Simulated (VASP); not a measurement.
# FeO (Fm-3m) in VASP: a series of runs, part 2 of 2

VASP 6.6.1. Earlier steps stand in the parts before.

## (3) Single point, PBE, collinear spin, ferromagnetic start (10.30 Å³/atom)

This run uses another cell than the first one, of 10.30 Å³/atom.

INCAR

```
ALGO     = Normal         # electronic algorithm
EDIFF    = 1E-6           # SCF threshold, eV
ENCUT    = 520            # plane-wave cutoff, eV
GGA      = PE             # functional
ISIF     = 2              # what is computed and relaxed
ISMEAR   = 0              # smearing method
ISPIN    = 2              # spin polarisation
LASPH    = T              # aspherical terms in the spheres
LCHARG   = F              # write CHGCAR
LMAXMIX  = 4              # l up to which the mixer works
LORBIT   = 11             # projections on sites
LREAL    = F              # projectors in reciprocal space
LWAVE    = F              # write WAVECAR
MAGMOM   = 3.79 0.35      # initial moments
NBANDS   = 18             # bands
NELM     = 150            # most SCF steps
PREC     = Accurate       # precision mode
SIGMA    = 0.1            # smearing width, eV
```

KPOINTS

```
k-points
0
Gamma
  16 16 16
```

POSCAR

```
FeO
1.0
    0.0000000000      2.1757446395      2.1757446395
    2.1757446395      0.0000000000      2.1757446395
    2.1757446395      2.1757446395      0.0000000000
Fe O
1 1
Direct
    0.0000000000      0.0000000000      0.0000000000
    0.5000000000      0.5000000000      0.5000000000
```

Potentials or basis: VASP PAW PBE potentials, release 64 (Fe, O).

Launch:

```sh
$ cat potpaw_PBE.64/Fe/POTCAR potpaw_PBE.64/O/POTCAR > POTCAR
$ mpirun -np 1 vasp_std > vasp.out
```

OUTCAR:

```text
EDIFF = 1E-6
   ENCUT = 520
   GGA = PE
   ISIF = 2
   ISMEAR = 0
   ISPIN = 2
   LASPH = T
   LORBIT = 11
   LREAL = F
   NELM = 150
   PREC = Accurate

 ion  position               nearest neighbor table
   1  0.000  0.000  0.000-   2 2.18   2 2.18   2 2.18   2 2.18   2 2.18   2 2.18
   2  0.500  0.500  0.500-   1 2.18   1 2.18   1 2.18   1 2.18   1 2.18   1 2.18

  LATTYP: Found a face centered cubic cell.
 ALAT       =     4.3514892790

  Lattice vectors:

 A1 = (   0.0000000000,   2.1757446395,   2.1757446395)
 A2 = (   2.1757446395,   0.0000000000,   2.1757446395)
 A3 = (   2.1757446395,   2.1757446395,   0.0000000000)

Analysis of symmetry for initial positions (statically):
=====================================================================
 Subroutine PRICEL returns:
 Original cell was already a primitive cell.

 Routine SETGRP: Setting up the symmetry group for a
 face centered cubic supercell.

 Subroutine GETGRP returns: Found 48 space group operations
 (whereof 48 operations were pure point group operations)
 out of a pool of 48 trial point group operations.

The static configuration has the point symmetry O_h .

Analysis of symmetry for dynamics (positions and initial velocities):
=====================================================================
 Subroutine PRICEL returns:
 Original cell was already a primitive cell.

 Routine SETGRP: Setting up the symmetry group for a
 face centered cubic supercell.

 Subroutine GETGRP returns: Found 48 space group operations
 (whereof 48 operations were pure point group operations)
 out of a pool of 48 trial point group operations.

The dynamic configuration has the point symmetry O_h .

Analysis of structural, dynamic, and magnetic symmetry:
=====================================================================
 Subroutine PRICEL returns:
[... 148 lines left out ...]

 Free energy of the ion-electron system (eV)
  ---------------------------------------------------
  ext. energy  EPLUGINS =         0.00000000
  ---------------------------------------------------
  free energy    TOTEN  =       -14.92537344 eV

  energy without entropy =      -14.91811184  energy(sigma->0) =      -14.92174264

 E-fermi :   5.8981     XC(G=0): -12.0088

 val. band max:        5.8931145318   @ k =   0.3125   0.1250   0.0625
 cond. band min:       5.9072188085   @ k =  -0.2500   0.3750   0.1250
 fundamental gap:      0.0141042767
 Fermi energy:         5.8981022458

 spin component 1

 k-point     1 :       0.0000    0.0000    0.0000
  band No.  band energies     occupation
      1     -14.5948      1.00000
      2       2.0546      1.00000
      3       2.0546      1.00000
      4       2.0546      1.00000
      5       2.2017      1.00000
      6       2.2017      1.00000
[... 493 lines left out ...]
     17      27.5135      0.00000
     18      30.1265      0.00000

 [... further k-points ...]

 spin component 2

 k-point     1 :       0.0000    0.0000    0.0000
  band No.  band energies     occupation
      1     -14.0725      1.00000
      2       2.7466      1.00000
      3       2.7466      1.00000
      4       2.7466      1.00000
      5       5.2006      1.00000
      6       5.2008      1.00000
[... 493 lines left out ...]
     17      28.9051      0.00000
     18      31.2673      0.00000

 [... further k-points ...]

------------------------ aborting loop because EDIFF is reached ----------------------------------------

  FORCE on cell =-STRESS in cart. coord.  units (eV):
  Direction    XX          YY          ZZ          XY          YZ          ZX
  --------------------------------------------------------------------------------------
  -------------------------------------------------------------------------------------
  Total       -0.6619058     -0.6619058     -0.6619058     -0.0000000      0.0000000      0.0000000
  in kB      -51.4817164    -51.4817164    -51.4817164     -0.0000000      0.0000000      0.0000000
  external PRESSURE =     -51.4817164 kB  Pullay stress =       0.0000000 kB

 VOLUME and BASIS-vectors are now :
 -----------------------------------------------------------------------------
  energy-cutoff  :      520.00
  volume of cell :       20.60
      direct lattice vectors                 reciprocal lattice vectors
     0.000000000  2.175744639  2.175744639    -0.229806380  0.229806380  0.229806380
     2.175744639  0.000000000  2.175744639     0.229806380 -0.229806380  0.229806380
     2.175744639  2.175744639  0.000000000     0.229806380  0.229806380 -0.229806380

 POSITION                                       TOTAL-FORCE (eV/Angst)
 -----------------------------------------------------------------------------------
      0.00000      0.00000      0.00000         0.000000      0.000000     -0.000000
      2.17574      2.17574      2.17574        -0.000000     -0.000000      0.000000
 -----------------------------------------------------------------------------------
    total drift:                                0.000000     -0.000000      0.000000

  FREE ENERGIE OF THE ION-ELECTRON SYSTEM (eV)
  ---------------------------------------------------
  free  energy   TOTEN  =       -14.9253734437 eV

  energy  without entropy=      -14.9181118406  energy(sigma->0) =      -14.92174264

 total charge

# of ion       s       p       d       tot
------------------------------------------
    1        0.280   0.340   6.067   6.686
    2        1.556   3.423   0.000   4.979
--------------------------------------------------
tot          1.836   3.762   6.067  11.665

 magnetization (x)

# of ion       s       p       d       tot
------------------------------------------
    1        0.027   0.021   3.575   3.623
    2        0.029   0.267   0.000   0.296
--------------------------------------------------
tot          0.056   0.288   3.575   3.919
```

stdout:

```text
POSCAR found type information on POSCAR FeO
 POSCAR found :  2 types and       2 ions
 scaLAPACK will be used
 LDA part: xc-table for (Slater+PW92), standard interpolation
 POSCAR, INCAR and KPOINTS ok, starting setup
 FFT: planning ... GRIDC
 FFT: planning ... GRID_SOFT
 FFT: planning ... GRID
 WAVECAR not read
 entering main loop
```

It took 2.7 min on 1 thread of Intel Xeon 8259CL, shared host; peak memory 0.21 GiB.

What came out:

```
Free energy                                           : -14.9254 eV
Pressure                                              : -5.1 GPa
Band gap on the k mesh                                : zero (filled and empty bands overlap)
Net moment                                            : 4.00 μB per cell
Site moments                                          : Fe +3.62; O +0.30 μB
Valence electrons inside the program's atomic spheres : Fe 6.69; O 4.98
```

Caveat: the cell stands under tension; a cell with one magnetic atom can't hold antiferromagnetic order, which such compounds often take; semilocal functionals often make such compounds metallic where correlation or magnetic order opens a gap, which also shifts bond lengths. With open d or f shells a metallic result of PBE can be an artefact of self-interaction; +U or a hybrid may open a gap.

## (4) Single point, PBE, collinear spin, ferromagnetic start (10.60 Å³/atom)

This run uses another cell than the first one, of 10.60 Å³/atom.

INCAR

```
PREC = Accurate
ENCUT = 520
EDIFF = 1E-6
ISMEAR = 0
SIGMA = 0.1
LREAL = F
LASPH = T
NELM = 150
ALGO = Normal
ISIF = 2
LWAVE = F
LCHARG = F
ISPIN = 2
MAGMOM = 3.79 0.35
LORBIT = 11
LMAXMIX = 4
GGA = PE
NBANDS = 18
```

KPOINTS

```
Automatic mesh
0
Gamma
  16 16 16
```

POSCAR

```
FeO
1.0
    0.0000000000      2.1966665445      2.1966665445
    2.1966665445      0.0000000000      2.1966665445
    2.1966665445      2.1966665445      0.0000000000
Fe O
1 1
Direct
    0.0000000000      0.0000000000      0.0000000000
    0.5000000000      0.5000000000      0.5000000000
```

Potentials or basis: VASP PAW PBE potentials, release 64 (Fe, O).

Launch:

```sh
$ cat potpaw_PBE.64/Fe/POTCAR potpaw_PBE.64/O/POTCAR > POTCAR
$ mpirun -np 1 vasp_std > vasp.out
```

OUTCAR:

```text
PREC = Accurate
   ENCUT = 520
   EDIFF = 1E-6
   ISMEAR = 0
   LREAL = F
   LASPH = T
   NELM = 150
   ISIF = 2
   ISPIN = 2
   LORBIT = 11
   GGA = PE

 ion  position               nearest neighbor table
   1  0.000  0.000  0.000-   2 2.20   2 2.20   2 2.20   2 2.20   2 2.20   2 2.20
   2  0.500  0.500  0.500-   1 2.20   1 2.20   1 2.20   1 2.20   1 2.20   1 2.20

  LATTYP: Found a face centered cubic cell.
 ALAT       =     4.3933330890

  Lattice vectors:

 A1 = (   0.0000000000,   2.1966665445,   2.1966665445)
[... 1222 lines left out ...]
  external PRESSURE =     -95.4555719 kB  Pullay stress =       0.0000000 kB

 VOLUME and BASIS-vectors are now :
 -----------------------------------------------------------------------------
  energy-cutoff  :      520.00
  volume of cell :       21.20
      direct lattice vectors                 reciprocal lattice vectors
     0.000000000  2.196666545  2.196666545    -0.227617615  0.227617615  0.227617615
     2.196666545  0.000000000  2.196666545     0.227617615 -0.227617615  0.227617615
     2.196666545  2.196666545  0.000000000     0.227617615  0.227617615 -0.227617615

 POSITION                                       TOTAL-FORCE (eV/Angst)
 -----------------------------------------------------------------------------------
      0.00000      0.00000      0.00000        -0.000000     -0.000000     -0.000000
      2.19667      2.19667      2.19667         0.000000      0.000000      0.000000
 -----------------------------------------------------------------------------------
    total drift:                                0.000000     -0.000000      0.000000

  FREE ENERGIE OF THE ION-ELECTRON SYSTEM (eV)
  ---------------------------------------------------
  free  energy   TOTEN  =       -14.8985301681 eV

  energy  without entropy=      -14.8909146203  energy(sigma->0) =      -14.89472239

 total charge

# of ion       s       p       d       tot
------------------------------------------
    1        0.272   0.322   6.049   6.644
    2        1.556   3.408   0.000   4.964
--------------------------------------------------
tot          1.829   3.730   6.049  11.608

 magnetization (x)

# of ion       s       p       d       tot
------------------------------------------
    1        0.027   0.020   3.580   3.626
    2        0.028   0.263   0.000   0.291
--------------------------------------------------
tot          0.055   0.283   3.580   3.917
```

stdout:

```text
POSCAR found type information on POSCAR FeO
 POSCAR found :  2 types and       2 ions
 scaLAPACK will be used
 LDA part: xc-table for (Slater+PW92), standard interpolation
 POSCAR, INCAR and KPOINTS ok, starting setup
 FFT: planning ... GRIDC
 FFT: planning ... GRID_SOFT
 FFT: planning ... GRID
 WAVECAR not read
 entering main loop
```

It took 2.8 min on 1 thread of Intel Xeon 8259CL, shared host; peak memory 0.21 GiB.

What came out:

* Free energy: -14.8985 eV
* Pressure: -9.5 GPa
* Band gap on the k mesh: zero (filled and empty bands overlap)
* Net moment: 4.00 μB per cell
* Site moments: Fe +3.63; O +0.29 μB
* Valence electrons inside the program's atomic spheres: Fe 6.64; O 4.96

Levels at points of the mesh, in eV from the Fermi level:
Spin up:
```
           k point  band 5  band 6  band 7  band 8  band 9  band 10  band 11  band 12  band 13  band 14
(0.00, 0.00, 0.00)   -3.67   -3.67   -3.60   -3.60   -3.60    -0.20    15.27    16.57    16.57    16.57
(0.50, 0.00, 0.00)   -3.10   -3.10   -2.56   -0.51   -0.51     3.94     7.93    12.14    12.14    18.71
(0.50, 0.50, 0.00)   -4.62   -3.32   -2.93   -2.86   -2.86     4.87     8.38    10.48    14.05    14.05
```
Spin down:
```
           k point  band 3  band 4  band 5  band 6  band 7  band 8
(0.00, 0.00, 0.00)   -3.06   -3.06   -0.66   -0.66   -0.66    0.21
(0.50, 0.00, 0.00)   -4.82   -4.82    0.35    0.35    0.54    2.58
(0.50, 0.50, 0.00)   -4.17   -4.17   -1.90    0.66    0.66    0.71
```

Caveat: the cell stands under tension; a cell with one magnetic atom can't hold antiferromagnetic order, which such compounds often take; semilocal functionals often make such compounds metallic where correlation or magnetic order opens a gap, which also shifts bond lengths. With open d or f shells a metallic result of PBE can be an artefact of self-interaction; +U or a hybrid may open a gap.

## (5) Summary

| cell | gap on the mesh (eV) | pressure (GPa) | moment (μB) |
| --- | --- | --- | --- |
| a = 3.047 Å, angles 60.0°, 2 atoms | none | 0.1 | 4.00 |
| a = 3.077 Å, angles 60.0°, 2 atoms | none | -5.1 | 4.00 |
| a = 3.107 Å, angles 60.0°, 2 atoms | none | -9.5 | 4.00 |

Alike in all rows: task single point; level PBE; potentials or basis VASP PAW PBE potentials, release 64 (Fe, O); spin collinear, ferromagnetic start; k mesh 16 × 16 × 16; cutoff (eV) 520; smearing gaussian 0.1 eV.

Caveats: a cell with one magnetic atom can't hold antiferromagnetic order, which such compounds often take; semilocal functionals often make such compounds metallic where correlation or magnetic order opens a gap, which also shifts bond lengths; the cell stands under tension (at least some runs).

Absolute energies hang on the potentials; compare differences alone.

## (6) Comparison with measurements

Step 2. Measured gap of FeO: 2.4 eV (optical; quoted in “W\"ustite: Electric, thermodynamic and optical properties of FeO”, 2012, arxiv:1203.1201). This calculation gives 0.00 eV (-2.40 eV). So large a miss can be the level of theory's own, or it may mean another phase, state or a wrong row. The value is that of PBE on a finite k mesh, which can miss the band edges, without temperature or zero-point motion. Semilocal functionals fall short of measured gaps as a rule. The run's magnetic order (collinear spin, ferromagnetic start) needn't be the measured crystal's.
